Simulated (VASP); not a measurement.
# KZnF3 (Pm-3m) in VASP: further runs

Runs on KZnF3. Level: PBE. Tasks: single point, relaxation of cell and atoms.

Everything below comes from runs of VASP 6.6.1. Logs are shortened: lines on timing, memory, paths and dates and some standing lists are left out, and cuts for length are marked.

## 1. The cell of the first run

It takes space group Pm-3m (No. 221, cubic). The conventional cell has a = 4.127 Å, b = 4.127 Å, c = 4.127 Å, α = 90.00°, β = 90.00°, γ = 90.00°. K (site symmetry m-3m) has 12 F at 2.92 Å and 8 Zn at 3.57 Å within 3.8 Å. Zn (site symmetry m-3m) has 6 F at 2.06 Å within 2.7 Å. Within 2.7 Å of F (site symmetry 4/mmm) lie 2 Zn at 2.06 Å.

## 2. Single point, PBE

Input file INCAR:

```
PREC = Accurate ; ENCUT = 520
EDIFF = 1E-6 ; ISMEAR = 0
SIGMA = 0.02 ; LREAL = F
LASPH = T ; NELM = 100
ALGO = Normal ; ISIF = 2
LWAVE = F ; LCHARG = F
GGA = PE ; NBANDS = 29
```

Input file KPOINTS:

```
regular mesh
0
Gamma
  6 6 6
```

Input file POSCAR:

```
KZnF3
1.0
    4.1273411201      0.0000000000      0.0000000000
    0.0000000000      4.1273411201      0.0000000000
    0.0000000000      0.0000000000      4.1273411201
K Zn F
1 1 3
Direct
    0.0000000000      0.0000000000      0.0000000000
    0.5000000000      0.5000000000      0.5000000000
    0.0000000000      0.5000000000      0.5000000000
    0.5000000000      0.0000000000      0.5000000000
    0.5000000000      0.5000000000      0.0000000000
```

Potentials or basis: VASP PAW PBE potentials, release 64 (K_sv, Zn, F).

Command:

```bash
$ cat potpaw_PBE.64/K_sv/POTCAR potpaw_PBE.64/Zn/POTCAR potpaw_PBE.64/F/POTCAR > POTCAR
$ mpirun -np 1 vasp_std > vasp.out
```

OUTCAR:

```text
PREC = Accurate
   ENCUT = 520
   EDIFF = 1E-6
   ISMEAR = 0
   LREAL = F
   LASPH = T
   NELM = 100
   ISIF = 2
   GGA = PE

 ion  position               nearest neighbor table
   1  0.000  0.000  0.000-
   2  0.500  0.500  0.500-   3 2.06   4 2.06   5 2.06   5 2.06   4 2.06   3 2.06
   3  0.000  0.500  0.500-   2 2.06   2 2.06
   4  0.500  0.000  0.500-   2 2.06   2 2.06
   5  0.500  0.500  0.000-   2 2.06   2 2.06

  LATTYP: Found a simple cubic cell.
 ALAT       =     4.1273411201

  Lattice vectors:

 A1 = (   4.1273411201,   0.0000000000,   0.0000000000)
 A2 = (   0.0000000000,   4.1273411201,   0.0000000000)
 A3 = (   0.0000000000,   0.0000000000,   4.1273411201)

Analysis of symmetry for initial positions (statically):
=====================================================================
 Subroutine PRICEL returns:
 Original cell was already a primitive cell.

 Routine SETGRP: Setting up the symmetry group for a
 simple cubic supercell.

 Subroutine GETGRP returns: Found 48 space group operations
 (whereof 48 operations were pure point group operations)
 out of a pool of 48 trial point group operations.

The static configuration has the point symmetry O_h .

Analysis of symmetry for dynamics (positions and initial velocities):
=====================================================================
 Subroutine PRICEL returns:
 Original cell was already a primitive cell.

 Routine SETGRP: Setting up the symmetry group for a
 simple cubic supercell.

 Subroutine GETGRP returns: Found 48 space group operations
 (whereof 48 operations were pure point group operations)
 out of a pool of 48 trial point group operations.

The dynamic configuration has the point symmetry O_h .

 Subroutine INISYM returns: Found 48 space group operations
 (whereof 48 operations are pure point group operations),
 and found     1 'primitive' translations

----------------------------------------------------------------------------------------

                                     Primitive cell

  volume of cell :      70.3090

  direct lattice vectors                    reciprocal lattice vectors
     4.127341120  0.000000000  0.000000000     0.242286734  0.000000000  0.000000000
     0.000000000  4.127341120  0.000000000     0.000000000  0.242286734  0.000000000
     0.000000000  0.000000000  4.127341120     0.000000000  0.000000000  0.242286734

  length of vectors
     4.127341120  4.127341120  4.127341120     0.242286734  0.242286734  0.242286734

  position of ions in fractional coordinates (direct lattice)
     0.000000000  0.000000000  0.000000000
     0.500000000  0.500000000  0.500000000
     0.000000000  0.500000000  0.500000000
     0.500000000  0.000000000  0.500000000
     0.500000000  0.500000000  0.000000000

  ion indices of the primitive-cell ions
   primitive index   ion index
                 1           1
                 2           2
                 3           3
                 4           4
                 5           5

----------------------------------------------------------------------------------------

 KPOINTS: regular mesh

Automatic generation of k-mesh.
 Grid dimensions read from file:
 generate k-points for:    6    6    6

 Generating k-lattice:

  Cartesian coordinates                     Fractional coordinates (reciprocal lattice)
     0.040381122  0.000000000  0.000000000     0.166666667  0.000000000  0.000000000
     0.000000000  0.040381122  0.000000000     0.000000000  0.166666667  0.000000000
     0.000000000  0.000000000  0.040381122     0.000000000  0.000000000  0.166666667

  Length of vectors
     0.040381122  0.040381122  0.040381122

  Shift w.r.t. Gamma in fractional coordinates (k-lattice)
     0.000000000  0.000000000  0.000000000

 Subroutine IBZKPT returns following result:
 ===========================================

 Found     20 irreducible k-points:

 Following reciprocal coordinates:
            Coordinates               Weight
  0.000000  0.000000  0.000000      1.000000
  0.166667  0.000000  0.000000      6.000000
  0.333333  0.000000  0.000000      6.000000
  0.500000  0.000000  0.000000      3.000000
  0.166667  0.166667  0.000000     12.000000
  0.333333  0.166667  0.000000     24.000000
[... 12 lines left out ...]
  0.500000  0.500000  0.333333      6.000000
  0.500000  0.500000  0.500000      1.000000
   k-points           NKPTS =     20   k-points in BZ     NKDIM =     20   number of bands    NBANDS=     29
   number of dos      NEDOS =    301   number of ions     NIONS =      5
   total plane-waves  NPLWV =  32768
   dimension x,y,z NGX =    32 NGY =   32 NGZ =   32
   dimension x,y,z NGXF=    64 NGYF=   64 NGZF=   64
   ions per type =               1   1   3
   NGX,Y,Z   is equivalent  to a cutoff of  12.89, 12.89, 12.89 a.u.
   NGXF,Y,Z  is equivalent  to a cutoff of  25.78, 25.78, 25.78 a.u.
 SYSTEM =  unknown system
   PREC   = accura    normal or accurate (medium, high low for compatibility)
[... 29 lines left out ...]
  volume/ion in A,a.u.               =      14.06        94.89
  Fermi-wavevector in a.u.,A,eV,Ry     =   1.378756  2.605472 25.864259  1.900969
  Thomas-Fermi vector in A             =   2.503789
   LORBIT       =      0    0 simple, 1 ext, 2 COOP (PROOUT), +10 PAW based schemes
   GGA     = PE    functional components
   LHFCALC =     F    Hartree Fock is set to
   AEXX    =    0.0000 exact exchange contribution
   IVDW    =     0    specifies the selected vdW correction
   LEPSILON=     F    determine dielectric tensor
   LRPA    =     F    only Hartree local field effects (RPA)
 non-spin polarized calculation
 Gauss-broadening in eV      SIGMA  =   0.02
  energy-cutoff  :      520.00
  volume of cell :       70.31
 maximum number of plane-waves:      1924
 NGX is ok and might be reduce to    32

 number of electron      41.9999991 magnetization

 Free energy of the ion-electron system (eV)
  ---------------------------------------------------
  ext. energy  EPLUGINS =         0.00000000
  ---------------------------------------------------
  free energy    TOTEN  =       -20.33169991 eV

  energy without entropy =      -20.33169991  energy(sigma->0) =      -20.33169991

 E-fermi :  -1.1304     XC(G=0):  -9.5890

 val. band max:       -1.3218267997   @ k =   0.5000   0.5000   0.5000
 cond. band min:       2.3295740989   @ k =   0.0000   0.0000   0.0000
 fundamental gap:      3.6514008985
 Fermi energy:        -1.1304165358

 k-point     1 :       0.0000    0.0000    0.0000
  band No.  band energies     occupation
      1     -28.2335      2.00000
      2     -22.4700      2.00000
      3     -21.9181      2.00000
      4     -21.9181      2.00000
      5     -11.7118      2.00000
      6     -11.7118      2.00000
[... 21 lines left out ...]
     28       9.8445      0.00000
     29      12.4950      0.00000

 k-point     2 :       0.1667    0.0000    0.0000
  band No.  band energies     occupation
      1     -28.2296      2.00000
      2     -22.4413      2.00000
      3     -21.9439      2.00000
      4     -21.9165      2.00000
      5     -11.7138      2.00000
      6     -11.7032      2.00000
[... 21 lines left out ...]
     28       9.9156      0.00000
     29      12.2979      0.00000

 k-point     3 :       0.3333    0.0000    0.0000
  band No.  band energies     occupation
      1     -28.2218      2.00000
      2     -22.3700      2.00000
      3     -22.0079      2.00000
      4     -21.9142      2.00000
      5     -11.7178      2.00000
      6     -11.6860      2.00000
[... 21 lines left out ...]
     28      10.0701      0.00000
     29      11.9414      0.00000

 k-point     4 :       0.5000    0.0000    0.0000
  band No.  band energies     occupation
      1     -28.2179      2.00000
      2     -22.3230      2.00000
      3     -22.0507      2.00000
      4     -21.9122      2.00000
      5     -11.7197      2.00000
      6     -11.6773      2.00000
[... 469 lines left out ...]
     28      11.1133      0.00000
     29      11.2390      0.00000

 k-point    19 :       0.5000    0.5000    0.3333
  band No.  band energies     occupation
      1     -28.1999      2.00000
      2     -22.0640      2.00000
      3     -22.0512      2.00000
      4     -22.0512      2.00000
      5     -11.8235      2.00000
      6     -11.8235      2.00000
[... 21 lines left out ...]
     28      11.3860      0.00000
     29      11.4658      0.00000

 k-point    20 :       0.5000    0.5000    0.5000
  band No.  band energies     occupation
      1     -28.1978      2.00000
      2     -22.0483      2.00000
      3     -22.0483      2.00000
      4     -22.0483      2.00000
      5     -11.8406      2.00000
      6     -11.8406      2.00000
[... 21 lines left out ...]
     28      11.2630      0.00000
     29      11.9505      0.00000

------------------------ aborting loop because EDIFF is reached ----------------------------------------

  FORCE on cell =-STRESS in cart. coord.  units (eV):
  Direction    XX          YY          ZZ          XY          YZ          ZX
  --------------------------------------------------------------------------------------
  -------------------------------------------------------------------------------------
  Total        0.1157616      0.1157616      0.1157616     -0.0000000     -0.0000000     -0.0000000
  in kB        2.6379348      2.6379348      2.6379348     -0.0000000     -0.0000000     -0.0000000
  external PRESSURE =       2.6379348 kB  Pullay stress =       0.0000000 kB

 VOLUME and BASIS-vectors are now :
 -----------------------------------------------------------------------------
  energy-cutoff  :      520.00
  volume of cell :       70.31
      direct lattice vectors                 reciprocal lattice vectors
     4.127341120  0.000000000  0.000000000     0.242286734  0.000000000  0.000000000
     0.000000000  4.127341120  0.000000000     0.000000000  0.242286734  0.000000000
     0.000000000  0.000000000  4.127341120     0.000000000  0.000000000  0.242286734

 POSITION                                       TOTAL-FORCE (eV/Angst)
 -----------------------------------------------------------------------------------
      0.00000      0.00000      0.00000         0.000000      0.000000      0.000000
      2.06367      2.06367      2.06367         0.000000      0.000000      0.000000
      0.00000      2.06367      2.06367         0.000000      0.000000      0.000000
      2.06367      0.00000      2.06367         0.000000      0.000000      0.000000
      2.06367      2.06367      0.00000         0.000000      0.000000      0.000000
 -----------------------------------------------------------------------------------
    total drift:                                0.000000     -0.000000     -0.000000

  FREE ENERGIE OF THE ION-ELECTRON SYSTEM (eV)
  ---------------------------------------------------
  free  energy   TOTEN  =       -20.3316999137 eV

  energy  without entropy=      -20.3316999137  energy(sigma->0) =      -20.33169991
```

It took 14 s on 1 thread of Intel Xeon 6975P-C (Granite Rapids), shared host; peak memory 0.19 GiB.

Results:

- Free energy: -20.3317 eV
- Pressure: 0.3 GPa
- Band gap on the k mesh: 3.65 eV (least direct gap 5.19 eV)

Levels at points of the mesh, in eV from the valence-band top:
| k point | band 17 | band 18 | band 19 | band 20 | band 21 | band 22 | band 23 | band 24 | band 25 | band 26 |
| --- | --- | --- | --- | --- | --- | --- | --- | --- | --- | --- |
| (0.00, 0.00, 0.00) | -1.71 | -1.71 | -1.54 | -1.54 | -1.54 | 3.65 | 8.92 | 8.92 | 9.27 | 11.17 |
| (0.50, 0.00, 0.00) | -1.68 | -1.68 | -1.55 | -1.47 | -1.47 | 6.28 | 8.25 | 9.81 | 11.11 | 11.11 |
| (0.50, 0.50, 0.00) | -1.89 | -1.55 | -1.55 | -1.20 | 0.00 | 7.79 | 9.97 | 9.97 | 10.15 | 11.49 |
| (0.50, 0.50, 0.50) | -1.18 | -1.18 | -1.18 | 0.00 | 0.00 | 8.50 | 8.50 | 8.50 | 9.77 | 12.10 |

A k mesh can miss the band edges.

## 3. Single point, PBE

Input file INCAR:

```
SYSTEM = KZnF3
PREC = Accurate
ENCUT = 520
EDIFF = 1E-6
ISMEAR = 0
SIGMA = 0.02
LREAL = .False.
LASPH = .True.
NELM = 80
ALGO = Normal
ISIF = 2
LWAVE = .False.
LCHARG = .False.
GGA = PE
NBANDS = 29
```

Input file KPOINTS:

```
Automatic mesh
0
Gamma
  6 6 6
  0 0 0
```

POSCAR is that of step 2.

Potentials or basis: VASP PAW PBE potentials, release 64 (K_sv, Zn, F).

Command:

```bash
$ cat potpaw_PBE.64/K_sv/POTCAR potpaw_PBE.64/Zn/POTCAR potpaw_PBE.64/F/POTCAR > POTCAR
$ mpirun -np 1 vasp_std > vasp.out
```

Wall time 14 s (1 thread of Intel Xeon 6975P-C (Granite Rapids), shared host); peak memory 0.19 GiB.

It converged, with:

```
Free energy            : -20.3317 eV
Pressure               : 0.3 GPa
Band gap on the k mesh : 3.65 eV (least direct gap 5.19 eV)
```

Levels at points of the mesh, in eV from the valence-band top:
| k point | band 17 | band 18 | band 19 | band 20 | band 21 | band 22 | band 23 | band 24 | band 25 | band 26 |
| --- | --- | --- | --- | --- | --- | --- | --- | --- | --- | --- |
| (0.00, 0.00, 0.00) | -1.71 | -1.71 | -1.54 | -1.54 | -1.54 | 3.65 | 8.92 | 8.92 | 9.27 | 11.17 |
| (0.50, 0.00, 0.00) | -1.68 | -1.68 | -1.55 | -1.47 | -1.47 | 6.28 | 8.25 | 9.81 | 11.11 | 11.11 |
| (0.50, 0.50, 0.00) | -1.89 | -1.55 | -1.55 | -1.20 | 0.00 | 7.79 | 9.97 | 9.97 | 10.15 | 11.49 |
| (0.50, 0.50, 0.50) | -1.18 | -1.18 | -1.18 | 0.00 | 0.00 | 8.50 | 8.50 | 8.50 | 9.77 | 12.10 |

A k mesh can miss the band edges.

## 4. Single point, PBE

This run uses another cell than the first one: it holds 10 atoms, not 5.

Input file INCAR:

```
SYSTEM = KZnF3
ALGO     = Normal         ! electronic algorithm
EDIFF    = 1E-7           ! SCF threshold, eV
ENCUT    = 520            ! plane-wave cutoff, eV
GGA      = PE             ! functional
ISIF     = 2              ! what is computed and relaxed
ISMEAR   = 0              ! smearing method
LASPH    = .True.         ! aspherical terms in the spheres
LCHARG   = .False.        ! write CHGCAR
LREAL    = .False.        ! projectors in reciprocal space
LWAVE    = .False.        ! write WAVECAR
NBANDS   = 53             ! bands
NELM     = 80             ! most SCF steps
PREC     = Accurate       ! precision mode
SIGMA    = 0.1            ! smearing width, eV
```

Input file KPOINTS:

```
k-points
0
Gamma
  4 4 2
  0 0 0
```

Input file POSCAR:

```
KZnF3
1.0
    0.0000000000      4.1273411201      0.0000000000
    0.0000000000      0.0000000000      4.1273411201
    8.2546822402      0.0000000000      0.0000000000
K Zn F
2 2 6
Direct
    0.0000000000      0.0000000000      0.0000000000
    0.0000000000      0.0000000000      0.5000000000
    0.5000000000      0.5000000000      0.2500000000
    0.5000000000      0.5000000000      0.7500000000
    0.5000000000      0.5000000000      0.0000000000
    0.5000000000      0.5000000000      0.5000000000
    0.0000000000      0.5000000000      0.2500000000
    0.0000000000      0.5000000000      0.7500000000
    0.5000000000      0.0000000000      0.2500000000
    0.5000000000      0.0000000000      0.7500000000
```

Command:

```bash
$ cat potpaw_PBE.64/K_sv/POTCAR potpaw_PBE.64/Zn/POTCAR potpaw_PBE.64/F/POTCAR > POTCAR
$ mpirun -np 1 vasp_std > vasp.out
```

Run time: 48 s. Hardware: 1 thread of Intel Xeon 6975P-C (Granite Rapids), shared host; peak memory 0.27 GiB.

It converged, with:

```
Free energy            : -40.6643 eV
Pressure               : 0.2 GPa
Band gap on the k mesh : 3.65 eV
```

Levels at points of the mesh, in eV from the valence-band top:
| k point | band 39 | band 40 | band 41 | band 42 | band 43 | band 44 | band 45 | band 46 |
| --- | --- | --- | --- | --- | --- | --- | --- | --- |
| (0.00, 0.00, 0.00) | -1.54 | -1.54 | -1.47 | -1.47 | 3.65 | 6.28 | 8.25 | 8.92 |
| (0.50, 0.00, 0.00) | -1.47 | -1.47 | -1.20 | 0.00 | 6.28 | 7.79 | 8.25 | 9.81 |
| (0.50, 0.50, 0.00) | -1.18 | 0.00 | 0.00 | 0.00 | 7.79 | 8.50 | 8.50 | 8.50 |
| (0.00, 0.00, 0.50) | -1.52 | -1.52 | -1.52 | -1.52 | 4.74 | 4.74 | 8.97 | 8.97 |
| (0.50, 0.00, 0.50) | -1.37 | -1.37 | -0.59 | -0.59 | 6.86 | 6.86 | 8.82 | 8.82 |
| (0.50, 0.50, 0.50) | -0.88 | -0.88 | 0.00 | 0.00 | 8.04 | 8.04 | 9.08 | 9.08 |

## 5. Relaxation of cell and atoms, PBE

Input file INCAR:

```
ALGO = Normal
EDIFF = 1E-7
EDIFFG = -0.01
ENCUT = 600
GGA = PE
IBRION = 2
ISIF = 3
ISMEAR = 0
LASPH = True
LCHARG = False
LREAL = False
LWAVE = False
NELM = 60
NSW = 100
PREC = Accurate
SIGMA = 0.02
```

Input file KPOINTS:

```
k-points
0
Gamma
  6 6 6
```

Input file POSCAR:

```
KZnF3
1.0
    4.1273411201      0.0000000000      0.0000000000
    0.0000000000      4.1273411201      0.0000000000
    0.0000000000      0.0000000000      4.1273411201
K Zn F
1 1 3
Direct
    0.0000000000      0.0000000000      0.0000000000
    0.5000000000      0.5000000000      0.5000000000
    0.0000000000      0.5000000000      0.5000000000
    0.5000000000      0.0000000000      0.5000000000
    0.5000000000      0.5000000000      0.0000000000
```

Command:

```bash
$ cat potpaw_PBE.64/K_sv/POTCAR potpaw_PBE.64/Zn/POTCAR potpaw_PBE.64/F/POTCAR > POTCAR
$ mpirun -np 1 vasp_std > vasp.out
```

Wall time 39 s (1 thread of Intel Xeon 6975P-C (Granite Rapids), shared host); peak memory 0.23 GiB.

Results (log left out):

```
Free energy                           : -20.3378 eV
Relaxed volume                        : 14.10 Å³/atom
Relaxed cell                          : a = 4.131 Å, b = 4.131 Å, c = 4.131 Å, α = 90.00°, β = 90.00°, γ = 90.00°
Space group after relaxing (to 0.1 Å) : Pm-3m (No. 221)
Energy gained by relaxing             : 0.0 meV/atom
Ionic steps                           : 2
Pressure after relaxing               : 0.0 GPa
Band gap on the k mesh                : 3.65 eV (least direct gap 5.17 eV)
```

Final structure:
```xyz
5
Lattice="4.1309 0.0000 0.0000 0.0000 4.1309 0.0000 0.0000 0.0000 4.1309" Properties=species:S:1:pos:R:3 pbc="T T T"
K     0.0000    0.0000    0.0000
Zn    2.0654    2.0654    2.0654
F     0.0000    2.0654    2.0654
F     2.0654    0.0000    2.0654
F     2.0654    2.0654    0.0000
```

Levels at points of the mesh, in eV from the valence-band top:
```
           k point  band 19  band 20  band 21  band 22  band 23  band 24
(0.00, 0.00, 0.00)    -1.52    -1.52    -1.52     3.65     8.94     8.94
(0.50, 0.00, 0.00)    -1.55    -1.46    -1.46     6.27     8.25     9.82
(0.50, 0.50, 0.00)    -1.54    -1.19     0.00     7.77     9.96     9.96
(0.50, 0.50, 0.50)    -1.17     0.00     0.00     8.50     8.50     8.50
```

A k mesh can miss the band edges.

## 6. Summary

| task | cell | k mesh | cutoff (eV) | smearing | gap on the mesh (eV) | pressure (GPa) |
| --- | --- | --- | --- | --- | --- | --- |
| single point | a = 4.127 Å, 5 atoms, atomic positions A | 6 × 6 × 6 | 520 | gaussian 0.02 eV | 3.65 | 0.3 |
| single point | a = 4.127, b = 4.127, c = 8.255 Å, 10 atoms, atomic positions B | 4 × 4 × 2 | 520 | gaussian 0.1 eV | 3.65 | 0.2 |
| relaxation of cell and atoms | relaxed from a = 4.127 Å, 5 atoms, atomic positions A | 6 × 6 × 6 | 600 | gaussian 0.02 eV | 3.65 | 0.0 |

Alike in all rows: level PBE; potentials or basis VASP PAW PBE potentials, release 64 (K_sv, Zn, F); no spin polarisation.

Absolute energies hang on the potentials; compare differences alone.
